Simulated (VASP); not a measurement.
# Bi2Te2Pt3Pb2 (P-3m1) in VASP: single point with PBE

Aim: the single point of Bi2Te2Pt3Pb2 with PBE.

Everything below comes from runs of VASP 6.6.1. Logs are shortened: lines on timing, memory, paths and dates and some standing lists are left out, and cuts for length are marked.

### Step 1. The cell of the first run

The structure is trigonal, space group P-3m1 (No. 164). The conventional cell has a = 4.231 Å, b = 4.231 Å, c = 15.354 Å, α = 90.00°, β = 90.00°, γ = 120.00°. Bi (site symmetry 3m) has 3 Pt at 2.86 Å and 3 Te at 3.21 Å within 3.8 Å. Within 3.8 Å of Pb (site symmetry 3m) lie 6 Pt at 2.87 to 2.89 Å. Te (site symmetry 3m) has 3 Bi at 3.21 Å and 3 Te at 3.25 Å within 4.2 Å. Within 3.8 Å of Pt (site symmetry 3m) lie 3 Bi at 2.86 Å and 3 Pb at 2.89 Å. Within 3.8 Å of Pt (site symmetry -3m) lie 6 Pb at 2.87 Å.

### Step 2. Single point, PBE

File INCAR:

```
SYSTEM = Bi2Te2Pt3Pb2
ALGO = Normal
EDIFF = 1E-7
ENCUT = 520
GGA = PE
ISIF = 2
ISMEAR = -1
LASPH = .True.
LCHARG = .False.
LREAL = .False.
LWAVE = .False.
NBANDS = 60
NELM = 60
PREC = Accurate
SIGMA = 0.1
```

File KPOINTS:

```
k-points
0
Gamma
  9 9 2
  0 0 0
```

File POSCAR:

```
Bi2Te2Pt3Pb2
1.0
    2.1155207208      3.6641893728      0.0000000000
   -2.1155207208      3.6641893728      0.0000000000
    0.0000000000      0.0000000000     15.3542280131
Bi Pb Te Pt
2 2 2 3
Direct
    0.0000000000      0.0000000000      0.2049073338
    0.0000000000      0.0000000000      0.7950926662
    0.3333333333      0.3333333333      0.5979472364
    0.6666666667      0.6666666667      0.4020527636
    0.3333333333      0.3333333333      0.9302669894
    0.6666666667      0.6666666667      0.0697330106
    0.3333333333      0.3333333333      0.3017324641
    0.6666666667      0.6666666667      0.6982675359
    0.0000000000      0.0000000000      0.5000000000
```

Potentials or basis: VASP PAW PBE potentials, release 64 (Bi_d, Pb_d, Te, Pt).

Command:

```
$ cat potpaw_PBE.64/Bi_d/POTCAR potpaw_PBE.64/Pb_d/POTCAR potpaw_PBE.64/Te/POTCAR potpaw_PBE.64/Pt/POTCAR > POTCAR
$ mpirun -np 1 vasp_std > vasp.out
```

OUTCAR:

```text
SYSTEM = Bi2Te2Pt3Pb2
   EDIFF = 1E-7
   ENCUT = 520
   GGA = PE
   ISIF = 2
   ISMEAR = -1
   LASPH = .True.
   LREAL = .False.
   NELM = 60
   PREC = Accurate

 ion  position               nearest neighbor table
   1  0.000  0.000  0.205-   7 2.86   7 2.86   7 2.86   6 3.21   6 3.21   6 3.21   4 3.89   4 3.89
                             4 3.89
   2  0.000  0.000  0.795-   8 2.86   8 2.86   8 2.86   5 3.21   5 3.21   5 3.21   3 3.89   3 3.89
                             3 3.89
   3  0.333  0.333  0.598-   9 2.87   9 2.87   9 2.87   8 2.89   8 2.89   8 2.89   4 3.87   4 3.87
                             4 3.87   2 3.89   2 3.89   2 3.89
   4  0.667  0.667  0.402-   9 2.87   9 2.87   9 2.87   7 2.89   7 2.89   7 2.89   3 3.87   3 3.87
                             3 3.87   1 3.89   1 3.89   1 3.89
   5  0.333  0.333  0.930-   2 3.21   2 3.21   2 3.21   6 3.25   6 3.25   6 3.25
   6  0.667  0.667  0.070-   1 3.21   1 3.21   1 3.21   5 3.25   5 3.25   5 3.25
   7  0.333  0.333  0.302-   1 2.86   1 2.86   1 2.86   4 2.89   4 2.89   4 2.89
   8  0.667  0.667  0.698-   2 2.86   2 2.86   2 2.86   3 2.89   3 2.89   3 2.89
   9  0.000  0.000  0.500-   3 2.87   4 2.87   4 2.87   4 2.87   3 2.87   3 2.87

  LATTYP: Found a hexagonal cell.
 ALAT       =     4.2310414415
 C/A-ratio  =     3.6289476776

  Lattice vectors:

 A1 = (   2.1155207208,  -3.6641893728,   0.0000000000)
 A2 = (   2.1155207208,   3.6641893728,   0.0000000000)
 A3 = (   0.0000000000,   0.0000000000,  15.3542280131)

Analysis of symmetry for initial positions (statically):
=====================================================================
 Subroutine PRICEL returns:
 Original cell was already a primitive cell.

 Routine SETGRP: Setting up the symmetry group for a
 hexagonal supercell.

 Subroutine GETGRP returns: Found 12 space group operations
 (whereof 12 operations were pure point group operations)
 out of a pool of 24 trial point group operations.

The static configuration has the point symmetry D_3d.

Analysis of symmetry for dynamics (positions and initial velocities):
=====================================================================
 Subroutine PRICEL returns:
 Original cell was already a primitive cell.

 Routine SETGRP: Setting up the symmetry group for a
 hexagonal supercell.

 Subroutine GETGRP returns: Found 12 space group operations
 (whereof 12 operations were pure point group operations)
 out of a pool of 24 trial point group operations.

The dynamic configuration has the point symmetry D_3d.

 Subroutine INISYM returns: Found 12 space group operations
 (whereof 12 operations are pure point group operations),
 and found     1 'primitive' translations

----------------------------------------------------------------------------------------

                                     Primitive cell

  volume of cell :     238.0418

  direct lattice vectors                    reciprocal lattice vectors
     2.115520721  3.664189373  0.000000000     0.236348430  0.136455829  0.000000000
    -2.115520721  3.664189373  0.000000000    -0.236348430  0.136455829  0.000000000
     0.000000000  0.000000000 15.354228013     0.000000000  0.000000000  0.065128641

  length of vectors
     4.231041442  4.231041442 15.354228013     0.272911659  0.272911659  0.065128641

  position of ions in fractional coordinates (direct lattice)
     0.000000000  0.000000000  0.204907334
     0.000000000  0.000000000  0.795092666
     0.333333333  0.333333333  0.597947236
     0.666666667  0.666666667  0.402052764
     0.333333333  0.333333333  0.930266989
     0.666666667  0.666666667  0.069733011
     0.333333333  0.333333333  0.301732464
     0.666666667  0.666666667  0.698267536
     0.000000000  0.000000000  0.500000000

  ion indices of the primitive-cell ions
   primitive index   ion index
                 1           1
                 2           2
                 3           3
                 4           4
                 5           5
                 6           6
                 7           7
                 8           8
                 9           9

----------------------------------------------------------------------------------------

 KPOINTS: k-points

Automatic generation of k-mesh.
 Grid dimensions read from file:
 generate k-points for:    9    9    2

 Generating k-lattice:

  Cartesian coordinates                     Fractional coordinates (reciprocal lattice)
     0.026260937  0.015161759  0.000000000     0.111111111  0.000000000  0.000000000
    -0.026260937  0.015161759  0.000000000     0.000000000  0.111111111  0.000000000
     0.000000000  0.000000000  0.032564320     0.000000000  0.000000000  0.500000000

  Length of vectors
     0.030323518  0.030323518  0.032564320

  Shift w.r.t. Gamma in fractional coordinates (k-lattice)
     0.000000000  0.000000000  0.000000000

 Subroutine IBZKPT returns following result:
 ===========================================

 Found     24 irreducible k-points:

 Following reciprocal coordinates:
            Coordinates               Weight
  0.000000  0.000000  0.000000      1.000000
  0.111111  0.000000  0.000000      6.000000
  0.222222  0.000000  0.000000      6.000000
  0.333333  0.000000  0.000000      6.000000
  0.444444  0.000000  0.000000      6.000000
  0.222222  0.111111  0.000000      6.000000
[... 16 lines left out ...]
 -0.444444  0.222222  0.500000     12.000000
 -0.333333  0.333333  0.500000      2.000000
   k-points           NKPTS =     24   k-points in BZ     NKDIM =     24   number of bands    NBANDS=     60
   number of dos      NEDOS =    301   number of ions     NIONS =      9
   total plane-waves  NPLWV = 122880
   dimension x,y,z NGX =    32 NGY =   32 NGZ =  120
   dimension x,y,z NGXF=    64 NGYF=   64 NGZF=  240
   ions per type =               2   2   2   3
   NGX,Y,Z   is equivalent  to a cutoff of  12.57, 12.57, 12.99 a.u.
   NGXF,Y,Z  is equivalent  to a cutoff of  25.15, 25.15, 25.99 a.u.
 SYSTEM =  Bi2Te2Pt3Pb2
   PREC   = accura    normal or accurate (medium, high low for compatibility)
   ISTART =      0    job   : 0-new  1-cont  2-samecut
   ICHARG =      2    charge: 1-file 2-atom 10-const
   ISPIN  =      1    spin polarized calculation?
   LNONCOLLINEAR =      F non collinear calculations
   LSORBIT =      F    spin-orbit coupling
   LASPH  =      T    aspherical Exc in radial PAW
   ENCUT  =  520.0 eV  38.22 Ry    6.18 a.u.   7.87  7.87 28.55*2*pi/ulx,y,z
   NELM   =     60;   NELMIN=  2; NELMDL= -5     # of ELM steps
   EDIFF  = 0.1E-06   stopping-criterion for ELM
   LREAL  =      F    real-space projection
   EDIFFG = 0.1E-05   stopping-criterion for IOM
   NSW    =      0    number of steps for IOM
   IBRION =     -1    ionic relax: 0-MD 1-quasi-New 2-CG
   NFREE  =      0    steps in history (QN), initial steepest desc. (CG)
   ISIF   =      2    stress and relaxation
   ISYM   =      2    0-nonsym 1-usesym 2-fastsym
   POTIM  = 0.5000    time-step for ionic-motion
   TEBEG  =    0.0;   TEEND  =   0.0 temperature during run
   PSTRESS=    0.0 pullay stress
   NELECT =     100.0000    total number of electrons
   NUPDOWN=      -1.0000    fix difference up-down
   EMIN   =  10.00;   EMAX   =-10.00  energy-range for DOS
   EFERMI =   0.00;   METHOD = LEGACY
   ISMEAR =    -1;   SIGMA  =   0.10  broadening in eV -4-tet -1-fermi 0-gaus
   EFERMI_NEDOS =   21; number of points for ismear=-14 and -15
   IALGO  =     38    algorithm
   IMIX   =      4    mixing-type and parameters
     AMIX     =   0.40;   BMIX     =  1.00
     AMIX_MAG =   1.60;   BMIX_MAG =  1.00
  volume/ion in A,a.u.               =      26.45       178.49
  Fermi-wavevector in a.u.,A,eV,Ry     =   1.226094  2.316982 20.453727  1.503307
  Thomas-Fermi vector in A             =   2.361108
   LORBIT       =      0    0 simple, 1 ext, 2 COOP (PROOUT), +10 PAW based schemes
   GGA     = PE    functional components
   LHFCALC =     F    Hartree Fock is set to
   AEXX    =    0.0000 exact exchange contribution
   IVDW    =     0    specifies the selected vdW correction
   LEPSILON=     F    determine dielectric tensor
   LRPA    =     F    only Hartree local field effects (RPA)
 non-spin polarized calculation
  energy-cutoff  :      520.00
  volume of cell :      238.04
 maximum number of plane-waves:      6444
   NGX = 15   NGY = 15   NGZ = 57

 number of electron     100.0000000 magnetization

 number of electron      99.9999995 magnetization

 Free energy of the ion-electron system (eV)
  ---------------------------------------------------
  ext. energy  EPLUGINS =         0.00000000
  ---------------------------------------------------
  free energy    TOTEN  =       -40.09446455 eV

  energy without entropy =      -39.93687822  energy(sigma->0) =      -40.01567139

 E-fermi :   7.3006     XC(G=0): -10.4797

 val. band max:        7.2938849468   @ k =   0.1111   0.0000   0.0000
 cond. band min:       7.3714142829   @ k =   0.4444   0.2222   0.0000
 fundamental gap:      0.0775293361
 Fermi energy:         7.3005645932

 k-point     1 :       0.0000    0.0000    0.0000
  band No.  band energies     occupation
      1     -15.5027      2.00000
      2     -15.5027      2.00000
      3     -15.5027      2.00000
      4     -15.5027      2.00000
      5     -15.4978      2.00000
      6     -15.4977      2.00000
[... 52 lines left out ...]
     59      11.9699      0.00000
     60      12.0947      0.00000

 k-point     2 :       0.1111    0.0000    0.0000
  band No.  band energies     occupation
      1     -15.5038      2.00000
      2     -15.5038      2.00000
      3     -15.5023      2.00000
      4     -15.5023      2.00000
      5     -15.4965      2.00000
      6     -15.4964      2.00000
[... 1375 lines left out ...]
     59      11.2551      0.00000
     60      12.4515      0.00000

 k-point    24 :      -0.3333    0.3333    0.5000
  band No.  band energies     occupation
      1     -15.5080      2.00000
      2     -15.5080      2.00000
      3     -15.5056      2.00000
      4     -15.5056      2.00000
      5     -15.4856      2.00000
      6     -15.4855      2.00000
[... 52 lines left out ...]
     59      10.5685      0.00000
     60      13.7535      0.00000

------------------------ aborting loop because EDIFF is reached ----------------------------------------

  FORCE on cell =-STRESS in cart. coord.  units (eV):
  Direction    XX          YY          ZZ          XY          YZ          ZX
  --------------------------------------------------------------------------------------
  -------------------------------------------------------------------------------------
  Total       -0.0590953     -0.0590953     -0.0601548      0.0000000      0.0000000      0.0000000
  in kB       -0.3977503     -0.3977503     -0.4048814      0.0000000      0.0000000      0.0000000
  external PRESSURE =      -0.4001274 kB  Pullay stress =       0.0000000 kB

 VOLUME and BASIS-vectors are now :
 -----------------------------------------------------------------------------
  energy-cutoff  :      520.00
  volume of cell :      238.04
      direct lattice vectors                 reciprocal lattice vectors
     2.115520721  3.664189373  0.000000000     0.236348430  0.136455829  0.000000000
    -2.115520721  3.664189373  0.000000000    -0.236348430  0.136455829  0.000000000
     0.000000000  0.000000000 15.354228013     0.000000000  0.000000000  0.065128641

 POSITION                                       TOTAL-FORCE (eV/Angst)
 -----------------------------------------------------------------------------------
      0.00000      0.00000      3.14619        -0.000000     -0.000000     -0.002245
      0.00000      0.00000     12.20803        -0.000000      0.000000      0.002245
      0.00000      2.44279      9.18102        -0.000000      0.000000      0.004198
      0.00000      4.88559      6.17321         0.000000     -0.000000     -0.004198
      0.00000      2.44279     14.28353         0.000000     -0.000000      0.019644
      0.00000      4.88559      1.07070        -0.000000      0.000000     -0.019644
      0.00000      2.44279      4.63287        -0.000000      0.000000      0.008030
      0.00000      4.88559     10.72136        -0.000000      0.000000     -0.008030
      0.00000      0.00000      7.67711        -0.000000      0.000000      0.000000
 -----------------------------------------------------------------------------------
    total drift:                               -0.000000      0.000000      0.000000

  FREE ENERGIE OF THE ION-ELECTRON SYSTEM (eV)
  ---------------------------------------------------
  free  energy   TOTEN  =       -40.0944645511 eV

  energy  without entropy=      -39.9368782226  energy(sigma->0) =      -40.01567139
```

Run time: 7.5 min. Hardware: 1 thread of Intel Xeon Platinum 8259CL at 2.50GHz (Skylake/Cascade Lake), shared host; peak memory 0.54 GiB.

What came out:

* Free energy: -40.0945 eV
* Pressure: 0.0 GPa
* Largest force: 0.020 eV/Å
* Band gap on the k mesh: zero (band 50 reaches 9.06 eV, above the bottom of band 51 at 6.92 eV)

Forces in eV/Å, atoms in the order of the input:
```
Bi   0.000  0.000 -0.002
Bi   0.000  0.000  0.002
Pb   0.000  0.000  0.004
Pb   0.000  0.000 -0.004
Te   0.000  0.000  0.020
Te   0.000  0.000 -0.020
Pt   0.000  0.000  0.008
Pt   0.000  0.000 -0.008
Pt   0.000  0.000  0.000
```

Caveat: spin-orbit coupling is left out, which moves the levels of the heavy elements.
